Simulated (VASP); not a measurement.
# Si2Mo (P6_222) in VASP: notebook, part 2 of 2

VASP 6.6.1.

### 4 Single point, PBEsol (12.03 Å³/atom)

Input file INCAR:

```
ALGO = Normal ; EDIFF = 1E-7
ENCUT = 520 ; GGA = PS
ISIF = 2 ; ISMEAR = 0
LASPH = True ; LCHARG = False
LREAL = False ; LWAVE = False
NBANDS = 43 ; NELM = 60
PREC = Accurate ; SIGMA = 0.1
```

Input file KPOINTS:

```
k-points
0
Gamma
  12 12 6
```

Input file POSCAR:

```
Si2Mo
1.0
    4.4263488436      0.0000000000      0.0000000000
   -2.2131744218      3.8333305446      0.0000000000
    0.0000000000      0.0000000000      6.3821028196
Si Mo
6 3
Direct
    0.1639911573      0.8360088427      0.8333333333
    0.3279823146      0.1639911573      0.1666666667
    0.8360088427      0.6720176854      0.5000000000
    0.8360088427      0.1639911573      0.8333333333
    0.6720176854      0.8360088427      0.1666666667
    0.1639911573      0.3279823146      0.5000000000
    0.5000000000      0.0000000000      0.5000000000
    0.0000000000      0.5000000000      0.1666666667
    0.5000000000      0.5000000000      0.8333333333
```

Potentials or basis: VASP PAW PBE potentials, release 64 (Si, Mo_sv).

The run is started by

```sh
$ cat potpaw_PBE.64/Si/POTCAR potpaw_PBE.64/Mo_sv/POTCAR > POTCAR
$ mpirun -np 1 vasp_std > vasp.out
```

OUTCAR:

```text
EDIFF = 1E-7
   ENCUT = 520
   GGA = PS
   ISIF = 2
   ISMEAR = 0
   LASPH = True
   LREAL = False
   NELM = 60
   PREC = Accurate

 ion  position               nearest neighbor table
   1  0.164  0.836  0.833-   3 2.47   2 2.47   7 2.49   8 2.49   4 2.51   9 2.55   9 2.55   9 2.58
                             4 2.58   4 2.58   6 3.04   5 3.04   6 3.10   5 3.10
   2  0.328  0.164  0.167-   6 2.47   1 2.47   7 2.49   9 2.49   5 2.51   8 2.55   8 2.55   8 2.58
                             5 2.58   5 2.58   3 3.04   4 3.04   3 3.10   4 3.10
   3  0.836  0.672  0.500-   5 2.47   1 2.47   9 2.49   8 2.49   6 2.51   7 2.55   7 2.55   7 2.58
                             6 2.58   6 2.58   4 3.04   2 3.04   4 3.10   2 3.10
   4  0.836  0.164  0.833-   6 2.47   5 2.47   7 2.49   8 2.49   1 2.51   9 2.55   9 2.55   9 2.58
                             1 2.58   1 2.58   3 3.04   2 3.04   3 3.10   2 3.10
   5  0.672  0.836  0.167-   3 2.47   4 2.47   7 2.49   9 2.49   2 2.51   8 2.55   8 2.55   8 2.58
                             2 2.58   2 2.58   6 3.04   1 3.04   6 3.10   1 3.10
   6  0.164  0.328  0.500-   2 2.47   4 2.47   9 2.49   8 2.49   3 2.51   7 2.55   7 2.55   7 2.58
                             3 2.58   3 2.58   5 3.04   1 3.04   1 3.10   5 3.10
   7  0.500  0.000  0.500-   1 2.49   4 2.49   2 2.49   5 2.49   3 2.55   6 2.55   6 2.55   3 2.55
                             6 2.58   3 2.58   8 3.07   9 3.07   9 3.07   8 3.07
   8  0.000  0.500  0.167-   3 2.49   6 2.49   4 2.49   1 2.49   5 2.55   2 2.55   2 2.55   5 2.55
                             5 2.58   2 2.58   7 3.07   7 3.07   9 3.07   9 3.07
   9  0.500  0.500  0.833-   3 2.49   6 2.49   5 2.49   2 2.49   1 2.55   4 2.55   1 2.55   4 2.55
                             1 2.58   4 2.58   7 3.07   7 3.07   8 3.07   8 3.07

  LATTYP: Found a hexagonal cell.
 ALAT       =     4.4263488436
 C/A-ratio  =     1.4418436154

  Lattice vectors:

 A1 = (   4.4263488436,   0.0000000000,   0.0000000000)
 A2 = (  -2.2131744218,   3.8333305446,   0.0000000000)
 A3 = (   0.0000000000,   0.0000000000,   6.3821028196)

Analysis of symmetry for initial positions (statically):
=====================================================================
 Subroutine PRICEL returns:
 Original cell was already a primitive cell.

 Routine SETGRP: Setting up the symmetry group for a
 hexagonal supercell.

 Subroutine GETGRP returns: Found 12 space group operations
 (whereof  4 operations were pure point group operations)
 out of a pool of 24 trial point group operations.

The static configuration has the point symmetry D_2 .
 The point group associated with its full space group is D_6 .

Analysis of symmetry for dynamics (positions and initial velocities):
=====================================================================
 Subroutine PRICEL returns:
 Original cell was already a primitive cell.

 Routine SETGRP: Setting up the symmetry group for a
 hexagonal supercell.

 Subroutine GETGRP returns: Found 12 space group operations
 (whereof  4 operations were pure point group operations)
 out of a pool of 24 trial point group operations.

The dynamic configuration has the point symmetry D_2 .
 The point group associated with its full space group is D_6 .

 Subroutine INISYM returns: Found 12 space group operations
 (whereof  4 operations are pure point group operations),
 and found     1 'primitive' translations

----------------------------------------------------------------------------------------

                                     Primitive cell

  volume of cell :     108.2893

[... 88 lines left out ...]
   dimension x,y,z NGXF=    72 NGYF=   72 NGZF=   96
   ions per type =               6   3
   NGX,Y,Z   is equivalent  to a cutoff of  13.52, 13.52, 12.50 a.u.
   NGXF,Y,Z  is equivalent  to a cutoff of  27.04, 27.04, 25.01 a.u.
 SYSTEM =  unknown system
   PREC   = accura    normal or accurate (medium, high low for compatibility)
   ISTART =      0    job   : 0-new  1-cont  2-samecut
   ICHARG =      2    charge: 1-file 2-atom 10-const
   ISPIN  =      1    spin polarized calculation?
   LNONCOLLINEAR =      F non collinear calculations
   LSORBIT =      F    spin-orbit coupling
   LASPH  =      T    aspherical Exc in radial PAW
   ENCUT  =  520.0 eV  38.22 Ry    6.18 a.u.   8.23  8.23 11.87*2*pi/ulx,y,z
   NELM   =     60;   NELMIN=  2; NELMDL= -5     # of ELM steps
   EDIFF  = 0.1E-06   stopping-criterion for ELM
   LREAL  =      F    real-space projection
   EDIFFG = 0.1E-05   stopping-criterion for IOM
   NSW    =      0    number of steps for IOM
   IBRION =     -1    ionic relax: 0-MD 1-quasi-New 2-CG
   NFREE  =      0    steps in history (QN), initial steepest desc. (CG)
   ISIF   =      2    stress and relaxation
   ISYM   =      2    0-nonsym 1-usesym 2-fastsym
   POTIM  = 0.5000    time-step for ionic-motion
   TEBEG  =    0.0;   TEEND  =   0.0 temperature during run
   PSTRESS=    0.0 pullay stress
   NELECT =      66.0000    total number of electrons
   NUPDOWN=      -1.0000    fix difference up-down
   EMIN   =  10.00;   EMAX   =-10.00  energy-range for DOS
   EFERMI =   0.00;   METHOD = LEGACY
   ISMEAR =     0;   SIGMA  =   0.10  broadening in eV -4-tet -1-fermi 0-gaus
   EFERMI_NEDOS =   21; number of points for ismear=-14 and -15
   IALGO  =     38    algorithm
   IMIX   =      4    mixing-type and parameters
     AMIX     =   0.40;   BMIX     =  1.00
     AMIX_MAG =   1.60;   BMIX_MAG =  1.00
  volume/ion in A,a.u.               =      12.03        81.20
  Fermi-wavevector in a.u.,A,eV,Ry     =   1.388015  2.622969 26.212799  1.926586
  Thomas-Fermi vector in A             =   2.512182
   LORBIT       =      0    0 simple, 1 ext, 2 COOP (PROOUT), +10 PAW based schemes
   GGA     = PS    functional components
   LHFCALC =     F    Hartree Fock is set to
   AEXX    =    0.0000 exact exchange contribution
   IVDW    =     0    specifies the selected vdW correction
   LEPSILON=     F    determine dielectric tensor
   LRPA    =     F    only Hartree local field effects (RPA)
 non-spin polarized calculation
 Gauss-broadening in eV      SIGMA  =   0.10
  energy-cutoff  :      520.00
  volume of cell :      108.29
 maximum number of plane-waves:      2946
 NGX is ok and might be reduce to    36
   NGX = 17   NGY = 17   NGZ = 23

 number of electron      66.0000013 magnetization

 Free energy of the ion-electron system (eV)
  ---------------------------------------------------
  ext. energy  EPLUGINS =         0.00000000
  ---------------------------------------------------
  free energy    TOTEN  =       -74.16740696 eV

  energy without entropy =      -74.16677610  energy(sigma->0) =      -74.16709153

 E-fermi :  14.4664     XC(G=0): -13.0302

 val. band max:       14.4470433129   @ k =   0.5000   0.0000   0.0000
 cond. band min:      14.4683857058   @ k =   0.5000   0.0000   0.5000
 fundamental gap:      0.0213423929
 Fermi energy:        14.4664317215

 k-point     1 :       0.0000    0.0000    0.0000
  band No.  band energies     occupation
      1     -46.5191      2.00000
      2     -46.4700      2.00000
      3     -46.4700      2.00000
      4     -20.9015      2.00000
      5     -20.8942      2.00000
      6     -20.8942      2.00000
[... 1093 lines left out ...]
     42      18.1468      0.00000
     43      18.6706      0.00000

 [... further k-points ...]

------------------------ aborting loop because EDIFF is reached ----------------------------------------

  FORCE on cell =-STRESS in cart. coord.  units (eV):
  Direction    XX          YY          ZZ          XY          YZ          ZX
  --------------------------------------------------------------------------------------
  -------------------------------------------------------------------------------------
  Total       17.6693105     17.6693105     17.7781277     -0.0000000     -0.0000000      0.0000000
  in kB      261.4234135    261.4234135    263.0334000     -0.0000000     -0.0000000      0.0000000
  external PRESSURE =     261.9600756 kB  Pullay stress =       0.0000000 kB

 VOLUME and BASIS-vectors are now :
 -----------------------------------------------------------------------------
  energy-cutoff  :      520.00
  volume of cell :      108.29
      direct lattice vectors                 reciprocal lattice vectors
     4.426348844  0.000000000  0.000000000     0.225919835  0.130434877  0.000000000
    -2.213174422  3.833330545  0.000000000     0.000000000  0.260869755  0.000000000
     0.000000000  0.000000000  6.382102820     0.000000000  0.000000000  0.156688168

 POSITION                                       TOTAL-FORCE (eV/Angst)
 -----------------------------------------------------------------------------------
     -1.12435      3.20470      5.31842        -0.004839      0.002794      0.000000
      1.08882      0.62863      1.06368        -0.004839     -0.002794      0.000000
      2.21317      2.57607      3.19105        -0.000000      0.005588     -0.000000
      3.33753      0.62863      5.31842         0.004839     -0.002794      0.000000
      1.12435      3.20470      1.06368         0.004839      0.002794     -0.000000
      0.00000      1.25726      3.19105        -0.000000     -0.005588     -0.000000
      2.21317      0.00000      3.19105        -0.000000      0.000000     -0.000000
     -1.10659      1.91667      1.06368        -0.000000      0.000000     -0.000000
      1.10659      1.91667      5.31842        -0.000000      0.000000     -0.000000
 -----------------------------------------------------------------------------------
    total drift:                                0.000000     -0.000000      0.000001

  FREE ENERGIE OF THE ION-ELECTRON SYSTEM (eV)
  ---------------------------------------------------
  free  energy   TOTEN  =       -74.1674069552 eV

  energy  without entropy=      -74.1667761002  energy(sigma->0) =      -74.16709153
```

Run time: 2.1 min. Hardware: 1 thread of Intel Xeon 6975P-C (Granite Rapids), shared host; peak memory 0.41 GiB.

Results:

```yaml
Free_energy: -74.1674 eV
Pressure: 26.2 GPa
Largest_force: 0.006 eV/Å
Band_gap_on_the_k_mesh: zero (bands 33 and 34 overlap by 0.02 eV)
```

Forces on the atoms (eV/Å):
```
Si  -0.005  0.003  0.000
Si  -0.005 -0.003  0.000
Si   0.000  0.006  0.000
Si   0.005 -0.003  0.000
Si   0.005  0.003  0.000
Si   0.000 -0.006  0.000
Mo   0.000  0.000  0.000
Mo   0.000  0.000  0.000
Mo   0.000  0.000  0.000
```

Levels at points of the mesh, in eV from the Fermi level:
```csv
k point,band 30,band 31,band 32,band 33,band 34,band 35,band 36,band 37
"(0.00, 0.00, 0.00)",-3.25,-2.87,-2.18,-1.04,2.30,2.69,2.69,2.70
"(0.50, 0.00, 0.00)",-2.51,-1.87,-1.20,-0.79,-0.02,0.76,0.97,1.50
"(0.00, 0.00, 0.50)",-2.42,-2.10,-0.90,-0.90,2.26,2.61,2.64,2.66
"(0.50, 0.00, 0.50)",-2.90,-2.27,-1.40,0.00,0.62,1.25,1.52,1.55
```

Caveat: the cell stands under pressure; the PAW data sets were made with another functional, which shifts forces and pressure a little.

### 5 Overview

| cell | k mesh | smearing | gap on the mesh (eV) | pressure (GPa) | largest force (eV/Å) |
| --- | --- | --- | --- | --- | --- |
| a = 4.574, b = 4.574, c = 13.133 Å, angles 90.0, 90.0, 60.0°, 18 atoms, atomic positions A | 10 × 10 × 3 | gaussian 0.15 eV | 0.03 | 0.4 | - |
| a = 4.375, b = 4.375, c = 6.316 Å, angles 90.0, 90.0, 120.0°, 9 atoms, atomic positions B | 12 × 12 × 6 | gaussian 0.1 eV | none | 38.0 | 0.01 |
| a = 4.426, b = 4.426, c = 6.382 Å, angles 90.0, 90.0, 120.0°, 9 atoms, atomic positions B | 12 × 12 × 6 | gaussian 0.1 eV | none | 26.2 | 0.01 |

Alike in all rows: task single point; level PBEsol; potentials or basis VASP PAW PBE potentials, release 64 (Si, Mo_sv); no spin polarisation; cutoff (eV) 520.

Caveats: the PAW data sets were made with another functional, which shifts forces and pressure a little; the cell stands under pressure (at least some runs).

Absolute energies hang on the potentials; compare differences alone.

The gap in the log of VASP goes by the Fermi energy; the results here count the filled bands.